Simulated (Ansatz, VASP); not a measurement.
# Ni: VASP beside Ansatz

INCAR

```
PREC = Accurate ; ENCUT = 520
EDIFF = 1E-6 ; ISMEAR = -1
SIGMA = 0.03 ; LREAL = False
LASPH = True ; NELM = 60
ALGO = Normal ; ISIF = 2
LWAVE = False ; LCHARG = True
GGA = PE ; LELF = True
LVHAR = True ; NBANDS = 11
```

Contents of KPOINTS:

```
Automatic mesh
0
Gamma
  15 15 15
```

Contents of POSCAR:

```
Ni
1.0
    0.0000000000      1.7572466680      1.7572466680
    1.7572466680      0.0000000000      1.7572466680
    1.7572466680      1.7572466680      0.0000000000
Ni
1
Direct
    0.0000000000      0.0000000000      0.0000000000
```

Input for Ansatz:

```yaml
crystal:
  lattice:
    - [0.0, 1.757246668, 1.757246668]
    - [1.757246668, 0.0, 1.757246668]
    - [1.757246668, 1.757246668, 0.0]
  atoms:
    - { symbol: Ni, position: [0.0, 0.0, 0.0] }
hamiltonian:
  xc: pbe
  pseudopotentials:
    kind: paw
    azcp:
      Ni: "pseudopotentials/Ni.paw.azcp"
basis:
  ecutwfc: 420
  fft_grid_basis: typed
kpoints:
  mp_grid: { grid: [15, 15, 15], shift: [0, 0, 0] }
magnetization:
  spin_polarized: false
scf:
  occupations: { method: fermi_dirac, width: 0.03 }
  lower_state_search: "off"
output:
  stress: true
```

Alike in both runs: task single point; functional PBE; k mesh 15 × 15 × 15; occupations fermi-dirac, width 0.03 eV; no spin polarisation.

|  | VASP | Ansatz |
| --- | --- | --- |
| version | VASP 6.6.1 | Ansatz 0.2.0 |
| potentials or method | VASP PAW PBE potentials, release 64 (Ni), cutoff 520 eV | plane waves (420 eV) with PAW, scalar-relativistic |
| valence electrons in the cell | 10 | 18 |

```tsv
	VASP	Ansatz	Ansatz less VASP
pressure (GPa)	-0.7	-0.7	0.00
```

VASP's potentials hold 10 valence electrons a cell and Ansatz's 18, so a difference there can come from the potentials and not from the codes.
